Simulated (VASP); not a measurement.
Wanted: the native input for a VASP 6.6.1 run.

```yaml
Task: single point
Functional: PBE
Potentials_or_basis: VASP PAW PBE potentials, release 64 (H, Si, Al, Cl)
Cutoff: 520 eV
k_mesh: 2 × 1 × 1
Occupations: fermi-dirac, width 0.02 eV
Spin: no spin polarisation
Dipole_correction: no
Further_INCAR_settings: LREAL = Auto; ALGO = Normal; EDIFF = 1e-07; NBANDS = 136
```

The structure of AlSi40H16Cl3 lies in POSCAR:

```
AlSi40H16Cl3
1.0
    7.6791800000      0.0000000000      0.0000000000
    0.0000000000     15.3583590000      0.0000000000
    0.0000000000      0.0000000000     18.2555000000
H Si Al Cl
16 40 1 3
Direct
    0.4093920184      0.0000000000      0.0547780121
    0.0906079816      0.0000000000      0.0547780121
    0.9093920184      0.0000000000      0.0547780121
    0.5906079816      0.0000000000      0.0547780121
    0.4093920184      0.2500000163      0.0547780121
    0.0906079816      0.2500000163      0.0547780121
    0.9093920184      0.2500000163      0.0547780121
    0.5906079816      0.2500000163      0.0547780121
    0.4093920184      0.5000000326      0.0547780121
    0.0906079816      0.5000000326      0.0547780121
    0.9093920184      0.5000000326      0.0547780121
    0.5906079816      0.5000000326      0.0547780121
    0.4093920184      0.7499999837      0.0547780121
    0.0906079816      0.7499999837      0.0547780121
    0.9093920184      0.7499999837      0.0547780121
    0.5906079816      0.7499999837      0.0547780121
    0.2500000000      0.0000000000      0.1021883816
    0.7500000000      0.0000000000      0.1021883816
    0.2500000000      0.2500000163      0.1021883816
    0.7500000000      0.2500000163      0.1021883816
    0.2500000000      0.5000000326      0.1021883816
    0.7500000000      0.5000000326      0.1021883816
    0.2500000000      0.7499999837      0.1021883816
    0.7500000000      0.7499999837      0.1021883816
    0.2478642251      0.1245541272      0.1723466900
    0.7491315479      0.1247101985      0.1733616170
    0.2403162838      0.3738558267      0.1783898003
    0.7391528783      0.3755630403      0.1796374791
    0.2765174146      0.6239450452      0.1770155843
    0.7699232210      0.6262135167      0.1701559530
    0.2427875112      0.8756436804      0.1787987730
    0.7436122086      0.8754681408      0.1811655118
   -0.0007633628      0.1238640795      0.2451254143
    0.4969810579      0.1224219332      0.2441097751
   -0.0106297808      0.3695308854      0.2547901180
    0.4843754151      0.3668958383      0.2568982498
    0.0178694861      0.6260452044      0.2437937060
    0.5438135322      0.6265814596      0.2554620799
   -0.0051121344      0.8782645333      0.2577823122
    0.4876804555      0.8798080576      0.2575610638
    0.0142789985      0.0079602905      0.3305265263
    0.4721071781      0.0085429049      0.3310907946
   -0.0163961517      0.2408048933      0.3269078908
    0.5079623085      0.2379952181      0.3260287037
   -0.0342320404      0.5024876681      0.3184731725
    0.4328294167      0.4821792484      0.3436069678
   -0.0073812569      0.7442510622      0.3240334146
    0.4425019338      0.7520161496      0.3295654460
    0.2429044507      0.0424267332      0.4172148120
    0.7437480304      0.0652320342      0.3636123908
    0.2457873106      0.1979811124      0.3833847881
    0.7456005719      0.2086019086      0.4056383008
    0.2011525970      0.5608375869      0.3810774835
    0.6935097237      0.5519594248      0.3602055819
    0.2142103714      0.7150739216      0.4162177426
    0.7112506804      0.7023218431      0.3626830818
    0.3445956469      0.4279108855      0.4827485415
    0.1627201081      0.4868854153      0.5564103421
    0.2465445529      0.2824960661      0.4882784366
    0.6045202743      0.4218728707      0.5238653009
```

These files were run (other wordings do the same):

INCAR

```
SYSTEM = AlSi40H16Cl3
PREC = Accurate
ENCUT = 520
EDIFF = 1E-7
ISMEAR = -1
SIGMA = 0.02
LREAL = Auto
LASPH = .True.
NELM = 60
ALGO = Normal
ISIF = 2
LWAVE = .False.
LCHARG = .False.
GGA = PE
NBANDS = 136
```

KPOINTS

```
Automatic mesh
0
Gamma
  2 1 1
  0 0 0
```

Potentials or basis: VASP PAW PBE potentials, release 64 (H, Si, Al, Cl).

Launch:

```console
$ cat potpaw_PBE.64/H/POTCAR potpaw_PBE.64/Si/POTCAR potpaw_PBE.64/Al/POTCAR potpaw_PBE.64/Cl/POTCAR > POTCAR
$ mpirun -np 1 vasp_std > vasp.out
```

Results of the run:

The largest force is 0.672 eV/Å. The band gap on the k mesh is 0.47 eV (least direct gap 0.58 eV).

Caveat: there is no dipole correction, which matters where the two faces differ; semilocal functionals underestimate gaps, and a narrow one can read as zero.

It took 21 min on 1 thread of Intel(R) Xeon(R) 6975P-C (Granite Rapids) (shared host), peak memory 2 GiB.
